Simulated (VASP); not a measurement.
Input of a VASP 6.6.1 run:

The input POSCAR:

```
GaSb
1.0
    0.0000000000      3.0660524128      3.0660524128
    3.0660524128      0.0000000000      3.0660524128
    3.0660524128      3.0660524128      0.0000000000
Ga Sb
1 1
Direct
    0.0000000000      0.0000000000      0.0000000000
    0.2500000000      0.2500000000      0.2500000000
```

Contents of INCAR.step1:

```
PREC = Accurate
ENCUT = 550
ISMEAR = -1
SIGMA = 0.08
LREAL = F
LASPH = T
NELM = 120
NBANDS = 16
GGA = PE
ALGO = Normal
EDIFF = 1E-5
LWAVE = T
LCHARG = F
GGA_COMPAT = F
```

INCAR.step2

```
PREC = Accurate
ENCUT = 550
EDIFF = 1E-6
ISMEAR = -1
SIGMA = 0.08
LREAL = F
LASPH = T
NELM = 120
ALGO = Normal
ISIF = 2
LWAVE = F
LCHARG = T
METAGGA = R2SCAN
LMIXTAU = T
LELF = T
LVHAR = T
NBANDS = 16
ISTART = 1
GGA_COMPAT = F
```

Contents of KPOINTS:

```
regular mesh
0
Gamma
  9 9 9
```

Potentials or basis: VASP PAW PBE potentials, release 64 (Ga_d, Sb).

Launch:

```bash
$ cat potpaw_PBE.64/Ga_d/POTCAR potpaw_PBE.64/Sb/POTCAR > POTCAR
$ cp INCAR.step1 INCAR
$ mpirun -np 1 vasp_std > vasp.out
$ cp INCAR.step2 INCAR
$ mpirun -np 1 vasp_std > vasp.out
```

(1) Estimate the band gap on the k mesh.

(2) Estimate the pressure.

Results:

(1) 0.40 eV.

(2) 0.1 GPa.

Caveat: semilocal functionals underestimate gaps, and a narrow one can read as zero; the PAW data sets were made with another functional, which shifts forces and pressure a little; spin-orbit coupling is left out, which moves the levels of the heavy elements; an odd mesh through Γ misses points on the zone boundary, where band edges can lie.
